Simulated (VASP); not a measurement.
# Ga3SbN2 (P6/mmm) in VASP: a series of runs

Ga3SbN2 is run at these levels: PBE; tasks: single point.

Everything below comes from runs of VASP 6.6.1. Logs are shortened: lines on timing, memory, paths and dates and some standing lists are left out, and cuts for length are marked.

## 1. The cell of the first run

The structure is hexagonal, space group P6/mmm (No. 191). The conventional cell has a = 4.107 Å, b = 4.107 Å, c = 8.851 Å, α = 90.00°, β = 90.00°, γ = 120.00°. Ga (site symmetry mmm) has 4 Ga at 2.05 Å and 4 N at 2.14 Å within 2.7 Å. Sb (site symmetry 6/mmm) has 4 N at 3.81 to 5.04 Å and 6 Sb at 4.11 Å and 12 Ga at 4.88 Å within 5.1 Å. N (site symmetry 6mm) has 1 N at 1.24 Å within 1.7 Å.

The cell was built from a structure type or drawn by symmetry, and may not be a known phase.

## 2. Single point, PBE

File INCAR:

```
SYSTEM = Ga3SbN2
PREC     = Accurate       ! precision mode
ENCUT    = 520            ! plane-wave cutoff, eV
EDIFF    = 1E-7           ! SCF threshold, eV
ISMEAR   = 0              ! smearing method
SIGMA    = 0.1            ! smearing width, eV
LREAL    = .False.        ! projectors in reciprocal space
LASPH    = .True.         ! aspherical terms in the spheres
NELM     = 100            ! most SCF steps
ALGO     = Normal         ! electronic algorithm
ISIF     = 2              ! what is computed and relaxed
LWAVE    = .False.        ! write WAVECAR
LCHARG   = .False.        ! write CHGCAR
GGA      = PE             ! functional
NBANDS   = 36             ! bands
```

File KPOINTS:

```
Automatic mesh
0
Gamma
  6 6 2
  0 0 0
```

File POSCAR:

```
Ga3SbN2
1.0
    4.1074757600      0.0000000000      0.0000000000
   -2.0537378800      3.5571783500      0.0000000000
    0.0000000000      0.0000000000      8.8507045000
Ga Sb N
3 1 2
Direct
    0.5000000000      0.0000000000      0.5000000000
    0.0000000000      0.5000000000      0.5000000000
    0.5000000000      0.5000000000      0.5000000000
    0.0000000000      0.0000000000      0.0000000000
    0.0000000000      0.0000000000      0.4301445000
    0.0000000000      0.0000000000      0.5698555000
```

Potentials or basis: VASP PAW PBE potentials, release 64 (Ga_d, Sb, N).

Launch:

```bash
> cat potpaw_PBE.64/Ga_d/POTCAR potpaw_PBE.64/Sb/POTCAR potpaw_PBE.64/N/POTCAR > POTCAR
> mpirun -np 1 vasp_std > vasp.out
```

OUTCAR:

```text
SYSTEM = Ga3SbN2
   PREC = Accurate
   ENCUT = 520
   EDIFF = 1E-7
   ISMEAR = 0
   LREAL = .False.
   LASPH = .True.
   NELM = 100
   ISIF = 2
   GGA = PE

 ion  position               nearest neighbor table
   1  0.500  0.000  0.500-   2 2.05   3 2.05   3 2.05   2 2.05   5 2.14   5 2.14   6 2.14   6 2.14

   2  0.000  0.500  0.500-   1 2.05   1 2.05   3 2.05   3 2.05   5 2.14   6 2.14   5 2.14   6 2.14

   3  0.500  0.500  0.500-   1 2.05   1 2.05   2 2.05   2 2.05   5 2.14   6 2.14   5 2.14   6 2.14

   4  0.000  0.000  0.000-
   5  0.000  0.000  0.430-   6 1.24   3 2.14   2 2.14   2 2.14   3 2.14   1 2.14   1 2.14
   6  0.000  0.000  0.570-   5 1.24   3 2.14   2 2.14   2 2.14   3 2.14   1 2.14   1 2.14

  LATTYP: Found a hexagonal cell.
 ALAT       =     4.1074757600
 C/A-ratio  =     2.1547794843

  Lattice vectors:

 A1 = (   4.1074757600,   0.0000000000,   0.0000000000)
 A2 = (  -2.0537378800,   3.5571783500,   0.0000000000)
 A3 = (   0.0000000000,   0.0000000000,   8.8507045000)

Analysis of symmetry for initial positions (statically):
=====================================================================
 Subroutine PRICEL returns:
 Original cell was already a primitive cell.

 Routine SETGRP: Setting up the symmetry group for a
 hexagonal supercell.

 Subroutine GETGRP returns: Found 24 space group operations
 (whereof 24 operations were pure point group operations)
 out of a pool of 24 trial point group operations.

The static configuration has the point symmetry D_6h.

Analysis of symmetry for dynamics (positions and initial velocities):
=====================================================================
 Subroutine PRICEL returns:
 Original cell was already a primitive cell.

 Routine SETGRP: Setting up the symmetry group for a
 hexagonal supercell.

 Subroutine GETGRP returns: Found 24 space group operations
 (whereof 24 operations were pure point group operations)
 out of a pool of 24 trial point group operations.

The dynamic configuration has the point symmetry D_6h.

 Subroutine INISYM returns: Found 24 space group operations
 (whereof 24 operations are pure point group operations),
 and found     1 'primitive' translations

----------------------------------------------------------------------------------------

                                     Primitive cell
[... 88 lines left out ...]
   EDIFF  = 0.1E-06   stopping-criterion for ELM
   LREAL  =      F    real-space projection
   EDIFFG = 0.1E-05   stopping-criterion for IOM
   NSW    =      0    number of steps for IOM
   IBRION =     -1    ionic relax: 0-MD 1-quasi-New 2-CG
   NFREE  =      0    steps in history (QN), initial steepest desc. (CG)
   ISIF   =      2    stress and relaxation
   ISYM   =      2    0-nonsym 1-usesym 2-fastsym
   POTIM  = 0.5000    time-step for ionic-motion
   TEBEG  =    0.0;   TEEND  =   0.0 temperature during run
   PSTRESS=    0.0 pullay stress
   NELECT =      54.0000    total number of electrons
   NUPDOWN=      -1.0000    fix difference up-down
   EMIN   =  10.00;   EMAX   =-10.00  energy-range for DOS
   EFERMI =   0.00;   METHOD = LEGACY
   ISMEAR =     0;   SIGMA  =   0.10  broadening in eV -4-tet -1-fermi 0-gaus
   EFERMI_NEDOS =   21; number of points for ismear=-14 and -15
   IALGO  =     38    algorithm
   IMIX   =      4    mixing-type and parameters
     AMIX     =   0.40;   BMIX     =  1.00
     AMIX_MAG =   1.60;   BMIX_MAG =  1.00
  volume/ion in A,a.u.               =      21.55       145.45
  Fermi-wavevector in a.u.,A,eV,Ry     =   1.223639  2.312342 20.371895  1.497292
  Thomas-Fermi vector in A             =   2.358742
   LORBIT       =      0    0 simple, 1 ext, 2 COOP (PROOUT), +10 PAW based schemes
   GGA     = PE    functional components
   LHFCALC =     F    Hartree Fock is set to
   AEXX    =    0.0000 exact exchange contribution
   IVDW    =     0    specifies the selected vdW correction
   LEPSILON=     F    determine dielectric tensor
   LRPA    =     F    only Hartree local field effects (RPA)
 non-spin polarized calculation
 Gauss-broadening in eV      SIGMA  =   0.10
  energy-cutoff  :      520.00
  volume of cell :      129.32
 maximum number of plane-waves:      3501
 NGX is ok and might be reduce to    32
   NGX = 15   NGY = 15   NGZ = 33

 number of electron      53.9999994 magnetization

 Free energy of the ion-electron system (eV)
  ---------------------------------------------------
  ext. energy  EPLUGINS =         0.00000000
  ---------------------------------------------------
  free energy    TOTEN  =       -12.70366057 eV

  energy without entropy =      -12.66635113  energy(sigma->0) =      -12.68500585

 E-fermi :   3.9225     XC(G=0):  -8.7625

 val. band max:        3.8847356805   @ k =   0.5000   0.0000   0.0000
 cond. band min:       3.9426887452   @ k =   0.3333   0.1667   0.0000
 fundamental gap:      0.0579530646
 Fermi energy:         3.9224776154

 k-point     1 :       0.0000    0.0000    0.0000
  band No.  band energies     occupation
      1     -21.3819      2.00000
      2     -16.0924      2.00000
      3     -15.1969      2.00000
      4     -15.1969      2.00000
      5     -14.6095      2.00000
      6     -13.9986      2.00000
[... 535 lines left out ...]
     35       9.4230      0.00000
     36       9.7373      0.00000

------------------------ aborting loop because EDIFF is reached ----------------------------------------

  FORCE on cell =-STRESS in cart. coord.  units (eV):
  Direction    XX          YY          ZZ          XY          YZ          ZX
  --------------------------------------------------------------------------------------
  -------------------------------------------------------------------------------------
  Total       45.3487830     45.3487829     15.5646714      0.0000000      0.0000000     -0.0000000
  in kB      561.8465628    561.8465616    192.8377467      0.0000000      0.0000000     -0.0000000
  external PRESSURE =     438.8436237 kB  Pullay stress =       0.0000000 kB

 VOLUME and BASIS-vectors are now :
 -----------------------------------------------------------------------------
  energy-cutoff  :      520.00
  volume of cell :      129.32
      direct lattice vectors                 reciprocal lattice vectors
     4.107475760  0.000000000  0.000000000     0.243458527  0.140560846  0.000000000
    -2.053737880  3.557178350  0.000000000     0.000000000  0.281121693  0.000000000
     0.000000000  0.000000000  8.850704500     0.000000000  0.000000000  0.112985356

 POSITION                                       TOTAL-FORCE (eV/Angst)
 -----------------------------------------------------------------------------------
      2.05374      0.00000      4.42535        -0.000000     -0.000000      0.000000
     -1.02687      1.77859      4.42535        -0.000000     -0.000000      0.000000
      1.02687      1.77859      4.42535        -0.000000     -0.000000      0.000000
      0.00000      0.00000      0.00000        -0.000000     -0.000000      0.000000
      0.00000      0.00000      3.80708         0.000000      0.000000    -12.953686
      0.00000      0.00000      5.04362         0.000000     -0.000000     12.953686
 -----------------------------------------------------------------------------------
    total drift:                                0.000000      0.000000     -0.000000

  FREE ENERGIE OF THE ION-ELECTRON SYSTEM (eV)
  ---------------------------------------------------
  free  energy   TOTEN  =       -12.7036605652 eV

  energy  without entropy=      -12.6663511276  energy(sigma->0) =      -12.68500585
```

stdout:

```text
POSCAR found type information on POSCAR GaSbN
 POSCAR found :  3 types and       6 ions
 scaLAPACK will be used
 LDA part: xc-table for (Slater+PW92), standard interpolation
 POSCAR, INCAR and KPOINTS ok, starting setup
 FFT: planning ... GRIDC
 FFT: planning ... GRID_SOFT
 FFT: planning ... GRID
 WAVECAR not read
 entering main loop
```

It took 3 min on 1 thread of AMD EPYC 7R13, shared host; peak memory 0.25 GiB.

Results:

```
Free energy            : -12.7037 eV
Pressure               : 43.9 GPa
Largest force          : 12.954 eV/Å
Band gap on the k mesh : zero (bands 27 and 28 overlap by 1.35 eV)
```

Forces in eV/Å, atoms in the order of the input:
```
Ga    0.000   0.000   0.000
Ga    0.000   0.000   0.000
Ga    0.000   0.000   0.000
Sb    0.000   0.000   0.000
N     0.000   0.000 -12.954
N     0.000   0.000  12.954
```

Stress tensor (GPa, compression positive):
```
56.18  0.00  0.00
 0.00 56.18  0.00
 0.00  0.00 19.28
```

Levels at points of the mesh, in eV from the Fermi level:
| k point | band 23 | band 24 | band 25 | band 26 | band 27 | band 28 | band 29 | band 30 | band 31 | band 32 |
| --- | --- | --- | --- | --- | --- | --- | --- | --- | --- | --- |
| (0.00, 0.00, 0.00) | -5.19 | -2.15 | -0.75 | -0.75 | -0.72 | -0.37 | -0.37 | 1.91 | 1.91 | 3.70 |
| (0.50, 0.00, 0.00) | -4.51 | -3.70 | -2.08 | -1.58 | -0.04 | 0.65 | 0.89 | 1.27 | 2.50 | 3.19 |
| (0.00, 0.00, 0.50) | -5.24 | -1.92 | -1.04 | -0.75 | -0.75 | -0.37 | -0.37 | 1.92 | 1.92 | 4.94 |
| (0.50, 0.00, 0.50) | -4.52 | -3.69 | -2.03 | -1.58 | 0.08 | 0.71 | 0.91 | 1.08 | 2.49 | 3.43 |

Caveat: the standard files for N, O and F lose accuracy on very short bonds; the cell stands under pressure; spin-orbit coupling is left out, which moves the levels of the heavy elements; this functional lacks dispersion, which binds the layers, so the pressure and a relaxed spacing across them are unreliable; forces of over 1 eV/Å act on the atoms, so gaps and moduli don't describe the material at rest.

## 3. Single point, PBE

This run uses another cell than the first one, of 27.72 Å³/atom.

File INCAR:

```
  PREC = Accurate
  ENCUT = 520
  EDIFF = 1E-7
  ISMEAR = 0
  SIGMA = 0.1
  LREAL = F
  LASPH = T
  NELM = 60
  ALGO = Normal
  ISIF = 2
  LWAVE = F
  LCHARG = F
  GGA = PE
  NBANDS = 36
```

File KPOINTS:

```
regular mesh
0
Gamma
  6 6 4
```

File POSCAR:

```
Ga3SbN2
1.0
    5.8152435197      0.0000000000      0.0000000000
   -2.9076217599      5.0361486173      0.0000000000
    0.0000000000      0.0000000000      5.6798595209
Ga Sb N
3 1 2
Direct
    0.5000000000      0.0000000000      0.5000000000
    0.0000000000      0.5000000000      0.5000000000
    0.5000000000      0.5000000000      0.5000000000
    0.0000000000      0.0000000000      0.0000000000
    0.0000000000      0.0000000000      0.3963947299
    0.0000000000      0.0000000000      0.6036052701
```

Potentials or basis: VASP PAW PBE potentials, release 64 (Ga_d, Sb, N).

Launch:

```bash
> cat potpaw_PBE.64/Ga_d/POTCAR potpaw_PBE.64/Sb/POTCAR potpaw_PBE.64/N/POTCAR > POTCAR
> mpirun -np 1 vasp_std > vasp.out
```

OUTCAR:

```text
PREC = Accurate
   ENCUT = 520
   EDIFF = 1E-7
   ISMEAR = 0
   LREAL = F
   LASPH = T
   NELM = 60
   ISIF = 2
   GGA = PE

 ion  position               nearest neighbor table
   1  0.500  0.000  0.500-   2 2.91   2 2.91   3 2.91   3 2.91
   2  0.000  0.500  0.500-   3 2.91   3 2.91   1 2.91   1 2.91
   3  0.500  0.500  0.500-   2 2.91   2 2.91   1 2.91   1 2.91
   4  0.000  0.000  0.000-   5 2.25   6 2.25
   5  0.000  0.000  0.396-   6 1.18   4 2.25
   6  0.000  0.000  0.604-   5 1.18   4 2.25

  LATTYP: Found a hexagonal cell.
[... 1019 lines left out ...]
  -------------------------------------------------------------------------------------
  Total        0.0087124      0.0087124      0.3900639     -0.0000000      0.0000000     -0.0000000
  in kB        0.0839163      0.0839163      3.7570096     -0.0000000      0.0000000     -0.0000000
  external PRESSURE =       1.3082807 kB  Pullay stress =       0.0000000 kB

 VOLUME and BASIS-vectors are now :
 -----------------------------------------------------------------------------
  energy-cutoff  :      520.00
  volume of cell :      166.34
      direct lattice vectors                 reciprocal lattice vectors
     5.815243520  0.000000000  0.000000000     0.171961844  0.099282217  0.000000000
    -2.907621760  5.036148617  0.000000000     0.000000000  0.198564434  0.000000000
     0.000000000  0.000000000  5.679859521     0.000000000  0.000000000  0.176060692

 POSITION                                       TOTAL-FORCE (eV/Angst)
 -----------------------------------------------------------------------------------
      2.90762      0.00000      2.83993         0.000000      0.000000      0.000000
     -1.45381      2.51807      2.83993         0.000000      0.000000      0.000000
      1.45381      2.51807      2.83993         0.000000      0.000000      0.000000
      0.00000      0.00000      0.00000         0.000000      0.000000      0.000000
      0.00000      0.00000      2.25147         0.000000     -0.000000     -0.596497
      0.00000      0.00000      3.42839        -0.000000      0.000000      0.596497
 -----------------------------------------------------------------------------------
    total drift:                                0.000000     -0.000000     -0.000000

  FREE ENERGIE OF THE ION-ELECTRON SYSTEM (eV)
  ---------------------------------------------------
  free  energy   TOTEN  =       -25.0685220066 eV

  energy  without entropy=      -25.0493536674  energy(sigma->0) =      -25.05893784
```

OSZICAR:

```text
N       E                     dE             d eps       ncg     rms          rms(c)
DAV:   1     0.461208555994E+03    0.46121E+03   -0.24876E+04  1572   0.195E+03
DAV:   2     0.515094876336E+02   -0.40970E+03   -0.39480E+03  1664   0.508E+02
DAV:   3    -0.218582847760E+02   -0.73368E+02   -0.71723E+02  1900   0.161E+02
DAV:   4    -0.270399402097E+02   -0.51817E+01   -0.51035E+01  1948   0.434E+01
DAV:   5    -0.272082242179E+02   -0.16828E+00   -0.16789E+00  1884   0.717E+00    0.105E+01
DAV:   6    -0.264981617716E+02    0.71006E+00   -0.49802E+01  1936   0.178E+01    0.777E+00
DAV:   7    -0.251825202228E+02    0.13156E+01   -0.25167E+00  1708   0.733E+00    0.400E+00
DAV:   8    -0.252682734245E+02   -0.85753E-01   -0.37936E+00  1752   0.583E+00    0.318E+00
DAV:   9    -0.250683510961E+02    0.19992E+00   -0.21414E+00  1788   0.434E+00    0.481E-01
DAV:  10    -0.250716934528E+02   -0.33424E-02   -0.77252E-02  1764   0.117E+00    0.342E-01
DAV:  11    -0.250684538872E+02    0.32396E-02   -0.22244E-02  1852   0.459E-01    0.121E-01
DAV:  12    -0.250693100104E+02   -0.85612E-03   -0.52142E-03  1804   0.229E-01    0.188E-01
DAV:  13    -0.250685729498E+02    0.73706E-03   -0.19815E-03  1836   0.135E-01    0.765E-02
DAV:  14    -0.250685522159E+02    0.20734E-04   -0.30113E-04  1648   0.656E-02    0.362E-02
DAV:  15    -0.250685207461E+02    0.31470E-04   -0.20915E-04  1872   0.392E-02    0.574E-03
DAV:  16    -0.250685224154E+02   -0.16693E-05   -0.18313E-05  1592   0.187E-02    0.596E-03
DAV:  17    -0.250685220031E+02    0.41231E-06   -0.22852E-06  1604   0.640E-03    0.441E-03
DAV:  18    -0.250685220066E+02   -0.35143E-08   -0.43081E-07  1424   0.312E-03
   1 F= -.25068522E+02 E0= -.25058938E+02  d E =-.191683E-01
```

stdout:

```text
POSCAR found type information on POSCAR GaSbN
 POSCAR found :  3 types and       6 ions
 scaLAPACK will be used
 LDA part: xc-table for (Slater+PW92), standard interpolation
 POSCAR, INCAR and KPOINTS ok, starting setup
 FFT: planning ... GRIDC
 FFT: planning ... GRID_SOFT
 FFT: planning ... GRID
 WAVECAR not read
 entering main loop
```

It took 6.5 min on 1 thread of AMD EPYC 7R13, shared host; peak memory 0.33 GiB.

Results:

```yaml
Free_energy: -25.0685 eV
Pressure: 0.1 GPa
Largest_force: 0.596 eV/Å
Band_gap_on_the_k_mesh: zero (bands 27 and 28 overlap by 1.89 eV)
```

Forces on the atoms (eV/Å):
```
Ga   0.000  0.000  0.000
Ga   0.000  0.000  0.000
Ga   0.000  0.000  0.000
Sb   0.000  0.000  0.000
N    0.000  0.000 -0.596
N    0.000  0.000  0.596
```

Caveat: the standard files for N, O and F lose accuracy on very short bonds; spin-orbit coupling is left out, which moves the levels of the heavy elements.

(Part 1 of 2 ends here.)
